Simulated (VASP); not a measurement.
Wanted: the native input for a VASP 6.6.1 run.

| Quantity | Value |
| --- | --- |
| Task | single point |
| Functional | PBE |
| Dispersion | D3(BJ) |
| Potentials or basis | VASP PAW PBE potentials, release 64 (B, N) |
| Cutoff | 520 eV |
| k mesh | 10 × 10 × 2 |
| Occupations | gaussian, width 0.05 eV |
| Spin | no spin polarisation |
| Dipole correction | no |
| Further INCAR settings | ALGO = Normal; EDIFF = 1e-06; NBANDS = 26 |

The structure of BN lies in POSCAR:

```
BN
1.0
   -2.5039917043      0.0000000000      0.0000000000
   -1.2519958521     -2.1685204268      0.0000000000
    0.0000000000      0.0000000000     19.3224000000
B N
4 4
Direct
    0.3333333333      0.3333333333      0.6032946218
    0.3333333333      0.3333333333      0.2585548379
    0.6666666667      0.6666666667      0.0861849460
    0.6666666667      0.6666666667      0.4309247298
    0.3333333333      0.3333333333      0.0861849460
    0.3333333333      0.3333333333      0.4309247298
    0.6666666667      0.6666666667      0.6032946218
    0.6666666667      0.6666666667      0.2585548379
```

This cell differs from its parent crystal: the distance across one plane changed.

These files were run (other wordings do the same):

INCAR

```
SYSTEM = BN
PREC     = Accurate       ! precision mode
ENCUT    = 520            ! plane-wave cutoff, eV
EDIFF    = 1E-6           ! SCF threshold, eV
ISMEAR   = 0              ! smearing method
SIGMA    = 0.05           ! smearing width, eV
LREAL    = .FALSE.        ! projectors in reciprocal space
LASPH    = .TRUE.         ! aspherical terms in the spheres
NELM     = 100            ! most SCF steps
ALGO     = Normal         ! electronic algorithm
ISIF     = 2              ! what is computed and relaxed
LWAVE    = .FALSE.        ! write WAVECAR
LCHARG   = .FALSE.        ! write CHGCAR
GGA      = PE             ! functional
IVDW     = 12             ! dispersion correction
NBANDS   = 26             ! bands
```

KPOINTS

```
Automatic mesh
0
G
  10 10 2
  0 0 0
```

Potentials or basis: VASP PAW PBE potentials, release 64 (B, N).

Run with:

```console
$ cat potpaw_PBE.64/B/POTCAR potpaw_PBE.64/N/POTCAR > POTCAR
$ mpirun -np 1 vasp_std > vasp.out
```

Results of the run:

The largest force is 0.025 eV/Å and the band gap on the k mesh is 4.33 eV (least direct gap 4.73 eV). The dispersion energy per atom is -0.124 eV.

Caveat: the cell differs from its parent crystal (the distance across one plane changed).

Wall time 2.3 min on 1 thread of Intel Xeon 8259CL, with other jobs on the host, peak memory 0.26 GiB.
